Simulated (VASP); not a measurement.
# Cu (P6_3/mmc) in VASP: relaxation of cell and atoms with PBEsol+D3(BJ)

Aim: the relaxation of cell and atoms of Cu with PBEsol+D3(BJ).

All numbers are computed with VASP 6.6.1; they aren't measurements. Logs are shortened: lines on timing, memory, paths and dates and some standing lists are left out, and cuts for length are marked.

### 1 The cell of the first run

Symmetry: P6_3/mmc, No. 194, hexagonal system. Conventional cell: a = 2.531 Å, b = 2.531 Å, c = 8.262 Å, α = 90.00°, β = 90.00°, γ = 120.00°. Within 3.3 Å of Cu (site symmetry -3m) lie 12 Cu at 2.53 Å. Within 3.3 Å of Cu (site symmetry -6m2) lie 12 Cu at 2.53 Å.

This isn't the form of Cu at room conditions, which is fcc.

### 2 Relaxation of cell and atoms, PBEsol+D3(BJ)

Contents of INCAR:

```
SYSTEM = Cu
ALGO = Normal
EDIFF = 1E-7
EDIFFG = -0.01
ENCUT = 820
GGA = PS
GGA_COMPAT = .False.
IBRION = 2
ISIF = 3
ISMEAR = 1
IVDW = 12
LASPH = .True.
LCHARG = .False.
LREAL = .False.
LWAVE = .False.
NELM = 120
NELMIN = 4
NSW = 80
PREC = Accurate
SIGMA = 0.15
```

Contents of KPOINTS:

```
k-points
0
Gamma
  10 10 3
  0 0 0
```

Contents of POSCAR:

```
Cu
1.0
    2.5307640000      0.0000000000      0.0000000000
   -1.2653820000      2.1917060000      0.0000000000
    0.0000000000      0.0000000000      8.2618150000
Cu
4
Direct
    0.0000000000      0.0000000000      0.0000000000
    0.3333333333      0.6666666667      0.2500000000
    0.0000000000      0.0000000000      0.5000000000
    0.6666666667      0.3333333333      0.7500000000
```

Potentials or basis: VASP PAW PBE potentials, release 64 (Cu_sv_GW).

Launch:

```
> cat potpaw_PBE.64/Cu_sv_GW/POTCAR > POTCAR
> mpirun -np 1 vasp_std > vasp.out
```

OUTCAR:

```text
SYSTEM = Cu
   EDIFF = 1E-7
   EDIFFG = -0.01
   ENCUT = 820
   GGA = PS
   IBRION = 2
   ISIF = 3
   ISMEAR = 1
   IVDW = 12
   LASPH = .True.
   LREAL = .False.
   NELM = 120
   NELMIN = 4
   NSW = 80
   PREC = Accurate
 IVDW          = 12

 ion  position               nearest neighbor table
   1  0.000  0.000  0.000-   2 2.53   4 2.53   4 2.53   2 2.53   4 2.53   2 2.53
   2  0.333  0.667  0.250-   1 2.53   3 2.53   1 2.53   3 2.53   1 2.53   3 2.53
   3  0.000  0.000  0.500-   2 2.53   4 2.53   4 2.53   2 2.53   4 2.53   2 2.53
   4  0.667  0.333  0.750-   1 2.53   3 2.53   1 2.53   3 2.53   1 2.53   3 2.53

  LATTYP: Found a hexagonal cell.
 ALAT       =     2.5307640000
 C/A-ratio  =     3.2645537079

  Lattice vectors:

 A1 = (   2.5307640000,   0.0000000000,   0.0000000000)
 A2 = (  -1.2653820000,   2.1917060000,   0.0000000000)
 A3 = (   0.0000000000,   0.0000000000,   8.2618150000)

Analysis of symmetry for initial positions (statically):
=====================================================================
 Subroutine PRICEL returns:
 Original cell was already a primitive cell.

 Routine SETGRP: Setting up the symmetry group for a
 hexagonal supercell.

 Subroutine GETGRP returns: Found 24 space group operations
 (whereof 12 operations were pure point group operations)
 out of a pool of 24 trial point group operations.

The static configuration has the point symmetry D_3d.
 The point group associated with its full space group is D_6h.

Analysis of symmetry for dynamics (positions and initial velocities):
=====================================================================
 Subroutine PRICEL returns:
 Original cell was already a primitive cell.

 Routine SETGRP: Setting up the symmetry group for a
 hexagonal supercell.

 Subroutine GETGRP returns: Found 24 space group operations
 (whereof 12 operations were pure point group operations)
 out of a pool of 24 trial point group operations.

The dynamic configuration has the point symmetry D_3d.
 The point group associated with its full space group is D_6h.

 Subroutine INISYM returns: Found 24 space group operations
 (whereof 12 operations are pure point group operations),
 and found     1 'primitive' translations

----------------------------------------------------------------------------------------

                                     Primitive cell

  volume of cell :      45.8257

  direct lattice vectors                    reciprocal lattice vectors
     2.530764000  0.000000000  0.000000000     0.395137595  0.228132788  0.000000000
    -1.265382000  2.191706000  0.000000000     0.000000000  0.456265576  0.000000000
     0.000000000  0.000000000  8.261815000     0.000000000  0.000000000  0.121038779

  length of vectors
     2.530764000  2.530764074  8.261815000     0.456265589  0.456265576  0.121038779

  position of ions in fractional coordinates (direct lattice)
     0.000000000  0.000000000  0.000000000
     0.333333333  0.666666667  0.250000000
     0.000000000  0.000000000  0.500000000
     0.666666667  0.333333333  0.750000000

  ion indices of the primitive-cell ions
   primitive index   ion index
                 1           1
                 2           2
                 3           3
                 4           4

----------------------------------------------------------------------------------------

 KPOINTS: k-points

Automatic generation of k-mesh.
 Grid dimensions read from file:
 generate k-points for:   10   10    3

 Generating k-lattice:

  Cartesian coordinates                     Fractional coordinates (reciprocal lattice)
     0.039513759  0.022813279  0.000000000     0.100000000  0.000000000  0.000000000
     0.000000000  0.045626558  0.000000000     0.000000000  0.100000000  0.000000000
     0.000000000  0.000000000  0.040346260     0.000000000  0.000000000  0.333333333

  Length of vectors
     0.045626559  0.045626558  0.040346260

  Shift w.r.t. Gamma in fractional coordinates (k-lattice)
     0.000000000  0.000000000  0.000000000

 Subroutine IBZKPT returns following result:
 ===========================================

 Found     28 irreducible k-points:

 Following reciprocal coordinates:
            Coordinates               Weight
  0.000000  0.000000  0.000000      1.000000
  0.100000  0.000000  0.000000      6.000000
  0.200000  0.000000  0.000000      6.000000
  0.300000  0.000000  0.000000      6.000000
  0.400000  0.000000  0.000000      6.000000
  0.500000  0.000000  0.000000      3.000000
[... 16 lines left out ...]
  0.300000  0.100000  0.333333     24.000000
  0.400000  0.100000  0.333333     24.000000
 [... further k-points ...]
   k-points           NKPTS =     28   k-points in BZ     NKDIM =     28   number of bands    NBANDS=     45
   number of dos      NEDOS =    301   number of ions     NIONS =      4
   total plane-waves  NPLWV =  46080
   dimension x,y,z NGX =    24 NGY =   24 NGZ =   80
   dimension x,y,z NGXF=    48 NGYF=   48 NGZF=  160
   ions per type =               4
   NGX,Y,Z   is equivalent  to a cutoff of  15.77, 15.77, 16.10 a.u.
   NGXF,Y,Z  is equivalent  to a cutoff of  31.53, 31.53, 32.20 a.u.
 SYSTEM =  Cu
   PREC   = accura    normal or accurate (medium, high low for compatibility)
   ISTART =      0    job   : 0-new  1-cont  2-samecut
   ICHARG =      2    charge: 1-file 2-atom 10-const
   ISPIN  =      1    spin polarized calculation?
   LNONCOLLINEAR =      F non collinear calculations
   LSORBIT =      F    spin-orbit coupling
   LASPH  =      T    aspherical Exc in radial PAW
   ENCUT  =  820.0 eV  60.27 Ry    7.76 a.u.   5.91  5.91 19.29*2*pi/ulx,y,z
   NELM   =    120;   NELMIN=  4; NELMDL= -5     # of ELM steps
   EDIFF  = 0.1E-06   stopping-criterion for ELM
   LREAL  =      F    real-space projection
   EDIFFG = -.1E-01   stopping-criterion for IOM
   NSW    =     80    number of steps for IOM
   IBRION =      2    ionic relax: 0-MD 1-quasi-New 2-CG
   NFREE  =      1    steps in history (QN), initial steepest desc. (CG)
   ISIF   =      3    stress and relaxation
   ISYM   =      2    0-nonsym 1-usesym 2-fastsym
   POTIM  = 0.5000    time-step for ionic-motion
   TEBEG  =    0.0;   TEEND  =   0.0 temperature during run
   PSTRESS=    0.0 pullay stress
   NELECT =      76.0000    total number of electrons
   NUPDOWN=      -1.0000    fix difference up-down
   EMIN   =  10.00;   EMAX   =-10.00  energy-range for DOS
   EFERMI =   0.00;   METHOD = LEGACY
   ISMEAR =     1;   SIGMA  =   0.15  broadening in eV -4-tet -1-fermi 0-gaus
   EFERMI_NEDOS =   21; number of points for ismear=-14 and -15
   IALGO  =     38    algorithm
   IMIX   =      4    mixing-type and parameters
     AMIX     =   0.40;   BMIX     =  1.00
     AMIX_MAG =   1.60;   BMIX_MAG =  1.00
  volume/ion in A,a.u.               =      11.46        77.31
  Fermi-wavevector in a.u.,A,eV,Ry     =   1.937803  3.661916 51.090956  3.755079
  Thomas-Fermi vector in A             =   2.968306
   LORBIT       =      0    0 simple, 1 ext, 2 COOP (PROOUT), +10 PAW based schemes
   GGA     = PS    functional components
   LHFCALC =     F    Hartree Fock is set to
   AEXX    =    0.0000 exact exchange contribution
   IVDW    =    12    specifies the selected vdW correction
   LEPSILON=     F    determine dielectric tensor
   LRPA    =     F    only Hartree local field effects (RPA)
 conjugate gradient relaxation of ions
 non-spin polarized calculation
 Methfessel and Paxton  Order N= 1 SIGMA  =   0.15
  energy-cutoff  :      820.00
  volume of cell :       45.83
 maximum number of plane-waves:      2468
 NGX is ok and might be reduce to    24
   NGX = 11   NGY = 11   NGZ = 39

--------------------------------------- Ionic step        1  -------------------------------------------

 number of electron      76.0000026 magnetization

 Free energy of the ion-electron system (eV)
  ---------------------------------------------------
  ext. energy  EPLUGINS =         0.00000000
  ---------------------------------------------------
  free energy    TOTEN  =       -17.50296842 eV

  energy without entropy =      -17.50496376  energy(sigma->0) =      -17.50363354

------------------------ aborting loop because EDIFF is reached ----------------------------------------

 Edisp (eV)   -2.16187

 E8    (eV) :    -1.4106

  FORCE on cell =-STRESS in cart. coord.  units (eV):
  Direction    XX          YY          ZZ          XY          YZ          ZX
  --------------------------------------------------------------------------------------
  -------------------------------------------------------------------------------------
  Total      -2.98063    -2.98063    -3.33672    -0.00000    -0.00000    -0.00000
  in kB    -104.20995  -104.20996  -116.65970    -0.00000    -0.00000    -0.00000
  external pressure =     -108.36 kB  Pullay stress =        0.00 kB

 VOLUME and BASIS-vectors are now :
 -----------------------------------------------------------------------------
  energy-cutoff  :      820.00
  volume of cell :       45.83
      direct lattice vectors                 reciprocal lattice vectors
     2.530764000  0.000000000  0.000000000     0.395137595  0.228132788  0.000000000
    -1.265382000  2.191706000  0.000000000     0.000000000  0.456265576  0.000000000
     0.000000000  0.000000000  8.261815000     0.000000000  0.000000000  0.121038779
[... 211 lines left out ...]
 POSITION                                       TOTAL-FORCE (eV/Angst)
 -----------------------------------------------------------------------------------
      0.00000      0.00000      0.00000         0.000000      0.000000      0.000000
     -0.00000      1.43389      2.01963         0.000000      0.000000      0.000000
      0.00000      0.00000      4.03927         0.000000     -0.000000      0.000000
      1.24178      0.71694      6.05890        -0.000000     -0.000000     -0.000000
 -----------------------------------------------------------------------------------
    total drift:                               -0.000000      0.000000     -0.000000

  FREE ENERGIE OF THE ION-ELECTRON SYSTEM (eV)
  ---------------------------------------------------
  free  energy   TOTEN  =       -19.7617244877 eV

  energy  without entropy=      -19.7626325760  energy(sigma->0) =      -19.76202718

--------------------------------------- Ionic step        7  -------------------------------------------

 number of electron      75.9999983 magnetization

 Free energy of the ion-electron system (eV)
  ---------------------------------------------------
  ext. energy  EPLUGINS =         0.00000000
  ---------------------------------------------------
  free energy    TOTEN  =       -17.46355110 eV

  energy without entropy =      -17.46418157  energy(sigma->0) =      -17.46376126

 E-fermi :   8.5518     XC(G=0): -14.1487

 val. band max:        8.5364993163   @ k =   0.3000   0.0000   0.3333
 cond. band min:       8.5936679922   @ k =   0.1000   0.0000   0.0000
 fundamental gap:      0.0571686759
 Fermi energy:         8.5518356709

 k-point     1 :       0.0000    0.0000    0.0000
  band No.  band energies     occupation
      1    -103.9176      2.00000
      2    -103.9134      2.00000
      3    -103.8873      2.00000
      4    -103.8832      2.00000
      5     -61.5086      2.00000
      6     -61.4391      2.00000
[... 1141 lines left out ...]
     44      17.7700      0.00000
     45      20.1883      0.00000

 [... further k-points ...]

------------------------ aborting loop because EDIFF is reached ----------------------------------------

 Edisp (eV)   -2.29821

 E8    (eV) :    -1.4994

  FORCE on cell =-STRESS in cart. coord.  units (eV):
  Direction    XX          YY          ZZ          XY          YZ          ZX
  --------------------------------------------------------------------------------------
  -------------------------------------------------------------------------------------
  Total       0.01534     0.01534     0.02216     0.00000     0.00000     0.00000
  in kB       0.56972     0.56972     0.82341     0.00000     0.00000     0.00000
  external pressure =        0.65 kB  Pullay stress =        0.00 kB

 VOLUME and BASIS-vectors are now :
 -----------------------------------------------------------------------------
  energy-cutoff  :      820.00
  volume of cell :       43.13
      direct lattice vectors                 reciprocal lattice vectors
     2.484189475  0.000000000 -0.000000000     0.402545784  0.232409908  0.000000000
    -1.242094737  2.151371273  0.000000000    -0.000000000  0.464819816 -0.000000000
    -0.000000000  0.000000000  8.069535476     0.000000000 -0.000000000  0.123922871

 POSITION                                       TOTAL-FORCE (eV/Angst)
 -----------------------------------------------------------------------------------
      0.00000      0.00000      0.00000        -0.000000      0.000000     -0.000000
     -0.00000      1.43425      2.01738         0.000000     -0.000000     -0.000000
     -1.24209      2.15137      4.03477        -0.000000      0.000000     -0.000000
      1.24209      0.71712      6.05215         0.000000      0.000000      0.000000
 -----------------------------------------------------------------------------------
    total drift:                               -0.000000      0.000000     -0.000000

  FREE ENERGIE OF THE ION-ELECTRON SYSTEM (eV)
  ---------------------------------------------------
  free  energy   TOTEN  =       -19.7617614901 eV

  energy  without entropy=      -19.7623919585  energy(sigma->0) =      -19.76197165

 reached required accuracy - stopping structural energy minimisation
```

Run time: 18 min. Hardware: 1 thread of AMD EPYC 7R43 (Zen 3), shared host; peak memory 0.27 GiB.

What came out:

```
Free energy                           : -19.7618 eV
Relaxed volume                        : 10.78 Å³/atom
Relaxed cell                          : a = 2.484 Å, b = 2.484 Å, c = 8.070 Å, α = 90.00°, β = 90.00°, γ = 120.00°
Space group after relaxing (to 0.1 Å) : P6_3/mmc (No. 194)
Energy gained by relaxing             : 24.2 meV/atom
Ionic steps                           : 7
Pressure after relaxing               : 0.1 GPa
Band gap on the k mesh                : zero (bands 38 and 39 overlap by 4.92 eV)
Dispersion energy per atom            : -0.575 eV
```

The path:
| step | energy change (eV) | largest force (eV/Å) | pressure (GPa) | volume (Å³) |
| --- | --- | --- | --- | --- |
| 1 | 0.0000 | 0.0000 | -10.84 | 45.83 |
| 2 | -0.0144 | 0.0000 | 12.29 | 40.88 |
| 3 | -0.0968 | 0.0000 | -0.08 | 43.15 |
| 4 | -0.0968 | 0.0000 | 0.18 | 43.09 |
| 5 | -0.0969 | 0.0000 | -0.20 | 43.16 |
| 6 | -0.0969 | 0.0000 | -0.16 | 43.15 |
| 7 | -0.0969 | 0.0000 | 0.07 | 43.13 |

Final structure:
```
CELL_PARAMETERS angstrom
2.48419 0.00000 0.00000
-1.24209 2.15137 0.00000
0.00000 0.00000 8.06954
ATOMIC_POSITIONS crystal
Cu 0.00000 0.00000 0.00000
Cu 0.33333 0.66667 0.25000
Cu 0.00000 0.00000 0.50000
Cu 0.66667 0.33333 0.75000
```

Levels at points of the mesh, in eV from the Fermi level:
```csv
k point,band 37,band 38,band 39,band 40,band 41,band 42
"(0.00, 0.00, 0.00)",-2.02,-1.68,-1.68,-1.29,4.32,13.35
"(0.50, 0.00, 0.00)",-0.85,0.21,1.04,1.62,5.04,5.07
```

Caveat: the PAW data sets were made with another functional, which shifts forces and pressure a little.

The gap in the log of VASP goes by the Fermi energy; the results here count the filled bands.